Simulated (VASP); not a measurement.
Write the native input for VASP 6.6.1 that does the following.

| Item | Value |
| --- | --- |
| Task | single point |
| Functional | LDA |
| Potentials or basis | VASP PAW LDA potentials, release 64 (W_sv, S) |
| Cutoff | 520 eV |
| k mesh | 10 × 10 × 10 |
| Occupations | fermi-dirac, width 0.05 eV |
| Spin | no spin polarisation |
| Dipole correction | no |
| Further INCAR settings | ALGO = Normal; EDIFF = 1e-06; NBANDS = 20 |

The structure of WS2 (Tungstenite) lies in POSCAR:

```
WS2
1.0
    1.5790000000      0.9116360751      6.1633333333
   -1.5790000000      0.9116360751      6.1633333333
    0.0000000000     -1.8232721501      6.1633333333
W S
1 2
Direct
    0.0000000000      0.0000000000      0.0000000000
    0.5810000000      0.5810000000      0.5810000000
    0.7503000000      0.7503000000      0.7503000000
```

The input as run:

INCAR

```
SYSTEM = WS2
PREC = Accurate
ENCUT = 520
EDIFF = 1E-6
ISMEAR = -1
SIGMA = 0.05
LREAL = .FALSE.
LASPH = .TRUE.
NELM = 80
ALGO = Normal
ISIF = 2
LWAVE = .FALSE.
LCHARG = .TRUE.
LELF = .TRUE.
LVHAR = .TRUE.
NBANDS = 20
```

KPOINTS

```
Automatic mesh
0
G
  10 10 10
  0 0 0
```

Potentials or basis: VASP PAW LDA potentials, release 64 (W_sv, S).

The run is started by

```sh
$ cat potpaw_LDA.64/W_sv/POTCAR potpaw_LDA.64/S/POTCAR > POTCAR
$ mpirun -np 1 vasp_std > vasp.out
```

Results of the run:

The pressure is -3.3 GPa, the largest force is 0.587 eV/Å and the band gap on the k mesh is 0.99 eV, indirect (least direct gap 2.23 eV).

Caveat: spin-orbit coupling is left out, which moves the levels of the heavy elements.

Wall time 3.7 min on 1 thread of Intel(R) Xeon(R) Platinum 8488C (Sapphire Rapids), on a shared host, peak memory 0.32 GiB.
